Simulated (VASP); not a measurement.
A run of VASP 6.6.1:

POSCAR

```
SrCl2
1.0
    0.0000000000      3.5501838565      3.5501838565
    3.5501838565      0.0000000000      3.5501838565
    3.5501838565      3.5501838565      0.0000000000
Sr Cl
1 2
Direct
    0.0000000000      0.0000000000      0.0000000000
    0.2500000000      0.2500000000      0.2500000000
    0.7500000000      0.7500000000      0.7500000000
```

File INCAR.step1:

```
  ALGO = Normal
  EDIFF = 1E-5
  ENCUT = 520
  GGA = PE
  ISIF = 2
  ISMEAR = 0
  LASPH = T
  LCHARG = F
  LREAL = F
  LWAVE = T
  NBANDS = 19
  NELM = 80
  PREC = Accurate
  SIGMA = 0.01
```

Contents of INCAR.step2:

```
  ALGO = Normal
  EDIFF = 1E-7
  ENCUT = 520
  GGA = PE
  HFSCREEN = 0.2079
  ISIF = 2
  ISMEAR = 0
  ISTART = 1
  LASPH = T
  LCHARG = F
  LHFCALC = T
  LREAL = F
  LWAVE = F
  NBANDS = 19
  NELM = 80
  PREC = Accurate
  PRECFOCK = Normal
  SIGMA = 0.01
```

File KPOINTS:

```
k-points
0
Gamma
  4 4 4
```

Potentials or basis: VASP PAW PBE potentials, release 64 (Sr_sv, Cl).

Launch:

```bash
$ cat potpaw_PBE.64/Sr_sv/POTCAR potpaw_PBE.64/Cl/POTCAR > POTCAR
$ cp INCAR.step1 INCAR
$ mpirun -np 1 vasp_std > vasp.out
$ cp INCAR.step2 INCAR
$ mpirun -np 1 vasp_std > vasp.out
```

Hardware: 1 thread of Intel(R) Xeon(R) Platinum 8259CL CPU @ 2.50GHz (Skylake/Cascade Lake), on a shared host.

Q: Estimate the wall time of this run.

A: Run time: 29 min on 1 thread of Intel(R) Xeon(R) Platinum 8259CL CPU @ 2.50GHz (Skylake/Cascade Lake), with other jobs on the host, peak memory 0.35 GiB. Counts: k points 8.
